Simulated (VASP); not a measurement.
Crystal: SnSe2.

```
Sn Se
1.0
     3.81100    0.00000    0.00000
    -1.90550    3.30042    0.00000
     0.00000    0.00000    6.13600
Sn Se
1 2
Direct
  0.00000 0.00000 0.00000
  0.33333 0.66667 0.24900
  0.66667 0.33333 0.75100
```

| Item | Value |
| --- | --- |
| Program | VASP 6.6.1 |
| Task | relaxation of cell and atoms |
| Functional | r2SCAN |
| Potentials or basis | VASP PAW PBE potentials, release 64 (Sn_d, Se) |
| Cutoff | 550 eV |
| k mesh | 12 × 12 × 6 |
| Occupations | gaussian, width 0.02 eV |
| Spin | no spin polarisation |

At the start: pressure 3.6 GPa; volume 25.73 Å³/atom.

Task: Where does the relaxation end?

Result: Over 15 steps the energy falls by 17.5 meV/atom and the volume is 27.74 Å³/atom (+7.8 %); space group P-3m1 (No. 164, to 0.1 Å) before and after.

The path:
| step | energy change (eV) | largest force (eV/Å) | pressure (GPa) | volume (Å³) |
| --- | --- | --- | --- | --- |
| 1 | 0.0000 | 0.5352 | 3.65 | 77.18 |
| 2 | -0.0066 | 0.5157 | -2.86 | 83.90 |
| 3 | -0.0448 | 0.0440 | -0.05 | 80.55 |
| 4 | -0.0448 | 0.0335 | 0.02 | 80.48 |
| 5 | -0.0461 | 0.0545 | 0.07 | 80.50 |
| 6 | -0.0469 | 0.1096 | 0.20 | 80.54 |
| 7 | -0.0471 | 0.0938 | 0.16 | 80.53 |
| 8 | -0.0483 | 0.0892 | 0.08 | 80.89 |
| 9 | -0.0509 | 0.0749 | -0.12 | 81.97 |
| 10 | -0.0517 | 0.0467 | -0.44 | 84.14 |
| 11 | -0.0520 | 0.0548 | -0.33 | 83.34 |
| 12 | -0.0525 | 0.0302 | 0.12 | 83.20 |
| 13 | -0.0525 | 0.0066 | 0.00 | 83.24 |
| 14 | -0.0525 | 0.0056 | -0.01 | 83.24 |
| 15 | -0.0525 | 0.0021 | 0.00 | 83.22 |

Final structure:
```xyz
3
Lattice="3.8423 0.0000 0.0000 -1.9211 3.3275 0.0000 0.0000 0.0000 6.5094" Properties=species:S:1:pos:R:3 pbc="T T T"
Sn    1.9211    3.3275    6.5094
Se    0.0000    2.2183    1.5742
Se    1.9211    1.1092    4.9352
```

Caveat: the PAW data sets were made with another functional, which shifts forces and pressure a little.
